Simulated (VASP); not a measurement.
Set up this calculation in VASP 6.6.1, as the native input.

```yaml
Task: single point
Functional: PBE
Potentials_or_basis: VASP PAW PBE potentials, release 64 (Sc_sv)
Cutoff: 520 eV
k_mesh: 18 × 18 × 10
Occupations: gaussian, width 0.15 eV
Spin: no spin polarisation
Dipole_correction: no
Further_INCAR_settings: ALGO = Fast; EDIFF = 1e-06; NBANDS = 18
```

The structure of Sc lies in POSCAR:

```
Sc
1.0
    3.4411498132      0.0000000000      0.0000000000
   -1.7205749066      2.7508829136      0.0000000000
    0.0000000000      0.0000000000      5.2680000000
Sc
2
Direct
    0.3333333333      0.6666666667      0.2500000000
    0.6666666667      0.3333333333      0.7500000000
```

This cell differs from its parent crystal: strain +0.0400 x Voigt [1, -1, 0, 0, 0, 0].

One way to write it, as run:

INCAR

```
SYSTEM = Sc
  PREC = Accurate
  ENCUT = 520
  EDIFF = 1E-6
  ISMEAR = 0
  SIGMA = 0.15
  LREAL = .FALSE.
  LASPH = .TRUE.
  NELM = 60
  ALGO = Fast
  ISIF = 2
  LWAVE = .FALSE.
  LCHARG = .FALSE.
  GGA = PE
  NBANDS = 18
```

KPOINTS

```
Automatic mesh
0
G
  18 18 10
  0 0 0
```

Potentials or basis: VASP PAW PBE potentials, release 64 (Sc_sv).

Command:

```console
$ cat potpaw_PBE.64/Sc_sv/POTCAR > POTCAR
$ mpirun -np 1 vasp_std > vasp.out
```

Results of the run:

| Property | Result |
| --- | --- |
| Pressure | -0.4 GPa |
| Largest force | 0.123 eV/Å |
| Band gap on the k mesh | zero (bands 11 and 12 overlap by 1.28 eV) |

Caveat: the cell differs from its parent crystal (strain +0.0400 x Voigt [1, -1, 0, 0, 0, 0]); the stress differs along the axes, from -3 to 3 GPa.

It took 3.7 min on 1 thread of Intel(R) Xeon(R) 6975P-C (Granite Rapids) (shared host), peak memory 0.48 GiB.
